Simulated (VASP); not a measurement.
Ni:

```
CELL_PARAMETERS angstrom
0.00000 1.76194 1.76194
1.76194 0.00000 1.76194
1.76194 1.76194 0.00000
ATOMIC_POSITIONS crystal
Ni 0.00000 0.00000 0.00000
```

```yaml
Program: VASP 6.6.1
Task: relaxation of cell and atoms
Functional: r2SCAN
Potentials_or_basis: VASP PAW PBE potentials, release 64 (Ni)
Cutoff: 600 eV
k_mesh: 12 × 12 × 12
Occupations: fermi-dirac, width 0.05 eV
Spin: collinear spin, ferromagnetic start
Starting_moments: "[1.5] μB"
```

At the start: pressure -7.6 GPa; volume 10.94 Å³/atom.

Task: Where does the relaxation end?

Result: Over 3 steps the energy falls by 10.2 meV/atom and the volume is 10.53 Å³/atom (-3.7 %); space group Fm-3m (No. 225, to 0.1 Å) before and after; moment 0.72 μB per cell.

The path:
| step | energy change (eV) | largest force (eV/Å) | pressure (GPa) | volume (Å³) |
| --- | --- | --- | --- | --- |
| 1 | 0.0000 | 0.0000 | -7.65 | 10.94 |
| 2 | 0.0007 | 0.0000 | 9.14 | 10.13 |
| 3 | -0.0102 | 0.0000 | -0.09 | 10.53 |

Final structure:
```
CELL_PARAMETERS angstrom
0.00000 1.73975 1.73975
1.73975 0.00000 1.73975
1.73975 1.73975 0.00000
ATOMIC_POSITIONS crystal
Ni 0.00000 0.00000 0.00000
```

Caveat: the PAW data sets were made with another functional, which shifts forces and pressure a little.
